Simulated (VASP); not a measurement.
# HfO2 (Fm-3m) in VASP: single point with LDA

Aim: the single point of HfO2 with LDA.

Program: VASP 6.6.1. These are calculated values, not measurements. Logs are shortened: lines on timing, memory, paths and dates and some standing lists are left out, and cuts for length are marked.

### 1 The cell of the first run

The structure is cubic, space group Fm-3m (No. 225). The conventional cell has a = 5.011 Å, b = 5.011 Å, c = 5.011 Å, α = 90.00°, β = 90.00°, γ = 90.00°. Within 2.9 Å of Hf (site symmetry m-3m) lie 8 O at 2.17 Å. Within 2.9 Å of O (site symmetry -43m) lie 4 Hf at 2.17 Å and 6 O at 2.51 Å.

### 2 Single point, LDA (10.48 Å³/atom)

File INCAR:

```
ALGO     = Normal         # electronic algorithm
EDIFF    = 1E-6           # SCF threshold, eV
ENCUT    = 520            # plane-wave cutoff, eV
ISIF     = 2              # what is computed and relaxed
ISMEAR   = -1             # smearing method
LASPH    = T              # aspherical terms in the spheres
LCHARG   = F              # write CHGCAR
LREAL    = F              # projectors in reciprocal space
LWAVE    = F              # write WAVECAR
NBANDS   = 18             # bands
NELM     = 100            # most SCF steps
PREC     = Accurate       # precision mode
SIGMA    = 0.01           # smearing width, eV
```

File KPOINTS:

```
k-points
0
Gamma
  8 8 8
```

File POSCAR:

```
HfO2
1.0
    0.0000000000      2.5052914730      2.5052914730
    2.5052914730      0.0000000000      2.5052914730
    2.5052914730      2.5052914730      0.0000000000
Hf O
1 2
Direct
    0.0000000000      0.0000000000      0.0000000000
    0.2500000000      0.2500000000      0.2500000000
    0.7500000000      0.7500000000      0.7500000000
```

Potentials or basis: VASP PAW LDA potentials, release 64 (Hf_pv, O).

On the command line:

```console
$ cat potpaw_LDA.64/Hf_pv/POTCAR potpaw_LDA.64/O/POTCAR > POTCAR
$ mpirun -np 1 vasp_std > vasp.out
```

OUTCAR:

```text
EDIFF = 1E-6
   ENCUT = 520
   ISIF = 2
   ISMEAR = -1
   LASPH = T
   LREAL = F
   NELM = 100
   PREC = Accurate

 ion  position               nearest neighbor table
   1  0.000  0.000  0.000-   2 2.17   3 2.17   3 2.17   3 2.17   3 2.17   2 2.17   2 2.17   2 2.17

   2  0.250  0.250  0.250-   1 2.17   1 2.17   1 2.17   1 2.17
   3  0.750  0.750  0.750-   1 2.17   1 2.17   1 2.17   1 2.17

  LATTYP: Found a face centered cubic cell.
 ALAT       =     5.0105829460

  Lattice vectors:

 A1 = (   0.0000000000,   2.5052914730,   2.5052914730)
 A2 = (   2.5052914730,   0.0000000000,   2.5052914730)
 A3 = (   2.5052914730,   2.5052914730,   0.0000000000)

Analysis of symmetry for initial positions (statically):
=====================================================================
 Subroutine PRICEL returns:
 Original cell was already a primitive cell.

 Routine SETGRP: Setting up the symmetry group for a
 face centered cubic supercell.

 Subroutine GETGRP returns: Found 48 space group operations
 (whereof 48 operations were pure point group operations)
 out of a pool of 48 trial point group operations.

The static configuration has the point symmetry O_h .

Analysis of symmetry for dynamics (positions and initial velocities):
=====================================================================
 Subroutine PRICEL returns:
 Original cell was already a primitive cell.

 Routine SETGRP: Setting up the symmetry group for a
 face centered cubic supercell.

 Subroutine GETGRP returns: Found 48 space group operations
 (whereof 48 operations were pure point group operations)
 out of a pool of 48 trial point group operations.

The dynamic configuration has the point symmetry O_h .

 Subroutine INISYM returns: Found 48 space group operations
 (whereof 48 operations are pure point group operations),
 and found     1 'primitive' translations

----------------------------------------------------------------------------------------

                                     Primitive cell

  volume of cell :      31.4489

  direct lattice vectors                    reciprocal lattice vectors
     0.000000000  2.505291473  2.505291473    -0.199577576  0.199577576  0.199577576
     2.505291473  0.000000000  2.505291473     0.199577576 -0.199577576  0.199577576
     2.505291473  2.505291473  0.000000000     0.199577576  0.199577576 -0.199577576

  length of vectors
     3.543017179  3.543017179  3.543017179     0.345678502  0.345678502  0.345678502

  position of ions in fractional coordinates (direct lattice)
     0.000000000  0.000000000  0.000000000
     0.250000000  0.250000000  0.250000000
     0.750000000  0.750000000  0.750000000

  ion indices of the primitive-cell ions
   primitive index   ion index
                 1           1
                 2           2
                 3           3

----------------------------------------------------------------------------------------

 KPOINTS: k-points

Automatic generation of k-mesh.
 Grid dimensions read from file:
 generate k-points for:    8    8    8

 Generating k-lattice:

  Cartesian coordinates                     Fractional coordinates (reciprocal lattice)
    -0.024947197  0.024947197  0.024947197     0.125000000  0.000000000  0.000000000
     0.024947197 -0.024947197  0.024947197     0.000000000  0.125000000  0.000000000
     0.024947197  0.024947197 -0.024947197     0.000000000  0.000000000  0.125000000

  Length of vectors
     0.043209813  0.043209813  0.043209813

  Shift w.r.t. Gamma in fractional coordinates (k-lattice)
     0.000000000  0.000000000  0.000000000

 Subroutine IBZKPT returns following result:
 ===========================================

 Found     29 irreducible k-points:

 Following reciprocal coordinates:
            Coordinates               Weight
  0.000000  0.000000  0.000000      1.000000
  0.125000  0.000000  0.000000      8.000000
  0.250000  0.000000  0.000000      8.000000
  0.375000  0.000000  0.000000      8.000000
  0.500000  0.000000  0.000000      4.000000
  0.125000  0.125000  0.000000      6.000000
[... 16 lines left out ...]
  0.500000  0.250000  0.125000     48.000000
 -0.375000  0.250000  0.125000     24.000000
 [... further k-points ...]
   k-points           NKPTS =     29   k-points in BZ     NKDIM =     29   number of bands    NBANDS=     18
   number of dos      NEDOS =    301   number of ions     NIONS =      3
   total plane-waves  NPLWV =  21952
   dimension x,y,z NGX =    28 NGY =   28 NGZ =   28
   dimension x,y,z NGXF=    56 NGYF=   56 NGZF=   56
   ions per type =               1   2
   NGX,Y,Z   is equivalent  to a cutoff of  13.14, 13.14, 13.14 a.u.
   NGXF,Y,Z  is equivalent  to a cutoff of  26.28, 26.28, 26.28 a.u.
 SYSTEM =  unknown system
   PREC   = accura    normal or accurate (medium, high low for compatibility)
   ISTART =      0    job   : 0-new  1-cont  2-samecut
   ICHARG =      2    charge: 1-file 2-atom 10-const
   ISPIN  =      1    spin polarized calculation?
   LNONCOLLINEAR =      F non collinear calculations
   LSORBIT =      F    spin-orbit coupling
   LASPH  =      T    aspherical Exc in radial PAW
   ENCUT  =  520.0 eV  38.22 Ry    6.18 a.u.   6.59  6.59  6.59*2*pi/ulx,y,z
   NELM   =    100;   NELMIN=  2; NELMDL= -5     # of ELM steps
   EDIFF  = 0.1E-05   stopping-criterion for ELM
   LREAL  =      F    real-space projection
   EDIFFG = 0.1E-04   stopping-criterion for IOM
   NSW    =      0    number of steps for IOM
   IBRION =     -1    ionic relax: 0-MD 1-quasi-New 2-CG
   NFREE  =      0    steps in history (QN), initial steepest desc. (CG)
   ISIF   =      2    stress and relaxation
   ISYM   =      2    0-nonsym 1-usesym 2-fastsym
   POTIM  = 0.5000    time-step for ionic-motion
   TEBEG  =    0.0;   TEEND  =   0.0 temperature during run
   PSTRESS=    0.0 pullay stress
   NELECT =      22.0000    total number of electrons
   NUPDOWN=      -1.0000    fix difference up-down
   EMIN   =  10.00;   EMAX   =-10.00  energy-range for DOS
   EFERMI =   0.00;   METHOD = LEGACY
   ISMEAR =    -1;   SIGMA  =   0.01  broadening in eV -4-tet -1-fermi 0-gaus
   EFERMI_NEDOS =   21; number of points for ismear=-14 and -15
   IALGO  =     38    algorithm
   IMIX   =      4    mixing-type and parameters
     AMIX     =   0.40;   BMIX     =  1.00
     AMIX_MAG =   1.60;   BMIX_MAG =  1.00
  volume/ion in A,a.u.               =      10.48        70.74
  Fermi-wavevector in a.u.,A,eV,Ry     =   1.453274  2.746289 28.735572  2.112005
  Thomas-Fermi vector in A             =   2.570559
   LORBIT       =      0    0 simple, 1 ext, 2 COOP (PROOUT), +10 PAW based schemes
   GGA     = CA    functional components
   LHFCALC =     F    Hartree Fock is set to
   AEXX    =    0.0000 exact exchange contribution
   IVDW    =     0    specifies the selected vdW correction
   LEPSILON=     F    determine dielectric tensor
   LRPA    =     F    only Hartree local field effects (RPA)
 non-spin polarized calculation
  energy-cutoff  :      520.00
  volume of cell :       31.45
 maximum number of plane-waves:       877
 NGX is ok and might be reduce to    28
   NGX = 13   NGY = 13   NGZ = 13

 number of electron      21.9999998 magnetization

 Free energy of the ion-electron system (eV)
  ---------------------------------------------------
  ext. energy  EPLUGINS =         0.00000000
  ---------------------------------------------------
  free energy    TOTEN  =       -33.06358841 eV

  energy without entropy =      -33.06358841  energy(sigma->0) =      -33.06358841

 E-fermi :   4.6378     XC(G=0): -12.4984

 val. band max:        4.3683349958   @ k =   0.5000   0.5000   0.0000
 cond. band min:       8.0550788375   @ k =   0.5000   0.5000   0.0000
 fundamental gap:      3.6867438416
 Fermi energy:         4.6377642335

 k-point     1 :       0.0000    0.0000    0.0000
  band No.  band energies     occupation
      1     -24.9691      2.00000
      2     -24.9691      2.00000
      3     -24.9691      2.00000
      4     -14.3319      2.00000
      5     -10.9867      2.00000
      6      -1.2614      2.00000
[... 10 lines left out ...]
     17      15.1856      0.00000
     18      17.1774      0.00000

 k-point     2 :       0.1250    0.0000    0.0000
  band No.  band energies     occupation
      1     -25.0524      2.00000
      2     -24.9780      2.00000
      3     -24.9780      2.00000
      4     -14.0964      2.00000
      5     -11.1828      2.00000
      6      -1.1025      2.00000
[... 10 lines left out ...]
     17      14.8912      0.00000
     18      17.1725      0.00000

 k-point     3 :       0.2500    0.0000    0.0000
  band No.  band energies     occupation
      1     -25.2441      2.00000
      2     -24.9996      2.00000
      3     -24.9996      2.00000
      4     -13.5465      2.00000
      5     -11.5624      2.00000
      6      -0.7132      2.00000
[... 10 lines left out ...]
     17      14.3755      0.00000
     18      17.0797      0.00000

 k-point     4 :       0.3750    0.0000    0.0000
  band No.  band energies     occupation
      1     -25.4242      2.00000
      2     -25.0209      2.00000
      3     -25.0209      2.00000
      4     -13.1035      2.00000
      5     -11.7380      2.00000
      6      -0.3360      2.00000
[... 375 lines left out ...]
      4     -13.0639      2.00000
      5     -11.8531      2.00000
      6      -0.6941      2.00000
[... 10 lines left out ...]
     17      14.4577      0.00000
     18      17.1550      0.00000

 k-point    23 :       0.5000    0.2500    0.1250
  band No.  band energies     occupation
      1     -25.3896      2.00000
      2     -25.1547      2.00000
      3     -25.0516      2.00000
      4     -12.6513      2.00000
      5     -11.9910      2.00000
      6      -0.7077      2.00000
[... 10 lines left out ...]
     17      15.2549      0.00000
     18      17.1426      0.00000

 k-point    24 :      -0.3750    0.2500    0.1250
  band No.  band energies     occupation
      1     -25.4240      2.00000
      2     -25.1816      2.00000
      3     -25.0637      2.00000
      4     -12.5810      2.00000
      5     -11.9258      2.00000
      6      -0.7116      2.00000
[... 10 lines left out ...]
     17      15.3535      0.00000
     18      17.1396      0.00000

 [... further k-points ...]

------------------------ aborting loop because EDIFF is reached ----------------------------------------

  FORCE on cell =-STRESS in cart. coord.  units (eV):
  Direction    XX          YY          ZZ          XY          YZ          ZX
  --------------------------------------------------------------------------------------
  -------------------------------------------------------------------------------------
  Total       -0.9383489     -0.9383489     -0.9383489     -0.0000000      0.0000000     -0.0000000
  in kB      -47.8046493    -47.8046493    -47.8046493     -0.0000000      0.0000000     -0.0000000
  external PRESSURE =     -47.8046493 kB  Pullay stress =       0.0000000 kB

 VOLUME and BASIS-vectors are now :
 -----------------------------------------------------------------------------
  energy-cutoff  :      520.00
  volume of cell :       31.45
      direct lattice vectors                 reciprocal lattice vectors
     0.000000000  2.505291473  2.505291473    -0.199577576  0.199577576  0.199577576
     2.505291473  0.000000000  2.505291473     0.199577576 -0.199577576  0.199577576
     2.505291473  2.505291473  0.000000000     0.199577576  0.199577576 -0.199577576

 POSITION                                       TOTAL-FORCE (eV/Angst)
 -----------------------------------------------------------------------------------
      0.00000      0.00000      0.00000        -0.000000     -0.000000      0.000000
      1.25265      1.25265      1.25265         0.000000      0.000000     -0.000000
      3.75794      3.75794      3.75794        -0.000000     -0.000000      0.000000
 -----------------------------------------------------------------------------------
    total drift:                                0.000000      0.000000      0.000000

  FREE ENERGIE OF THE ION-ELECTRON SYSTEM (eV)
  ---------------------------------------------------
  free  energy   TOTEN  =       -33.0635884110 eV

  energy  without entropy=      -33.0635884110  energy(sigma->0) =      -33.06358841
```

It took 15 s on 1 thread of Intel Xeon Platinum 8259CL at 2.50GHz (Skylake/Cascade Lake), shared host; peak memory 0.15 GiB.

What came out:

* Free energy: -33.0636 eV
* Pressure: -4.8 GPa
* Band gap on the k mesh: 3.69 eV

Caveat: the cell stands under tension; spin-orbit coupling is left out, which moves the levels of the heavy elements. A k mesh can miss the band edges.
